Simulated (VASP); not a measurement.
Write the native input for VASP 6.6.1 that does the following.

```yaml
Task: single point
Functional: PBE
Potentials_or_basis: VASP PAW PBE potentials, release 64 (V_sv, Te, Mo_sv)
Cutoff: 520 eV
k_mesh: 6 × 6 × 1
Occupations: gaussian, width 0.1 eV
Spin: collinear spin, ferromagnetic start
Starting_moments: "[-1.1, 0.0, 0.0, 0.0, 0.0, 0.0, 0.0, 0.0, 0.0] μB"
Dipole_correction: no
Further_INCAR_settings: ALGO = Normal; EDIFF = 1e-07; NBANDS = 52
```

The structure of VTe6Mo2 lies in POSCAR:

```
VTe6Mo2
1.0
    3.5701179000      0.0000000000      0.0000000000
   -1.7850590000      3.0918128000      0.0000000000
    0.0000000000      0.0000000000     25.7978042000
V Te Mo
1 6 2
Direct
    0.0000000000      0.0000000000      0.5000000000
    0.3333333000      0.6666667000      0.0980320000
    0.3333333000      0.6666667000      0.4317420000
    0.3333333000      0.6666667000      0.7622270000
    0.3333333000      0.6666667000      0.9019680000
    0.3333333000      0.6666667000      0.2377730000
    0.3333333000      0.6666667000      0.5682580000
    0.0000000000      0.0000000000      0.8320950000
    0.0000000000      0.0000000000      0.1679050000
```

These files were run (other wordings do the same):

INCAR

```
SYSTEM = VTe6Mo2
  PREC = Accurate
  ENCUT = 520
  EDIFF = 1E-7
  ISMEAR = 0
  SIGMA = 0.1
  LREAL = .FALSE.
  LASPH = .TRUE.
  NELM = 150
  ALGO = Normal
  ISIF = 2
  LWAVE = .FALSE.
  LCHARG = .TRUE.
  ISPIN = 2
  MAGMOM = -1.1 0 0 0 0 0 0 0 0
  LORBIT = 11
  LMAXMIX = 4
  GGA = PE
  LELF = .TRUE.
  LVHAR = .TRUE.
  NBANDS = 52
```

KPOINTS

```
Automatic mesh
0
G
  6 6 1
  0 0 0
```

Potentials or basis: VASP PAW PBE potentials, release 64 (V_sv, Te, Mo_sv).

The run is started by

```sh
$ cat potpaw_PBE.64/V_sv/POTCAR potpaw_PBE.64/Te/POTCAR potpaw_PBE.64/Mo_sv/POTCAR > POTCAR
$ mpirun -np 1 vasp_std > vasp.out
```

It gave:

| Quantity | Value |
| --- | --- |
| Pressure | 0.0 GPa |
| Largest force | 0.025 eV/Å |
| Band gap on the k mesh | 0.18 eV (least direct gap 0.45 eV) |
| Net moment | -0.98 μB per cell |
| Site moments | V -1.02; Te -0.00, +0.07 (each value once); Mo -0.00 μB |
| Valence electrons inside the program's atomic spheres | V 11.44; Te 3.41, 3.42 (each value once); Mo 12.34 |

Caveat: spin-orbit coupling is left out, which moves the levels of the heavy elements; an odd mesh through Γ misses points on the zone boundary, where band edges can lie; this functional lacks dispersion, which binds the layers, so the pressure and a relaxed spacing across them are unreliable.

It took 8.9 min on 1 thread of AMD EPYC 7R13 Processor (Zen 3) (shared host), peak memory 0.57 GiB.
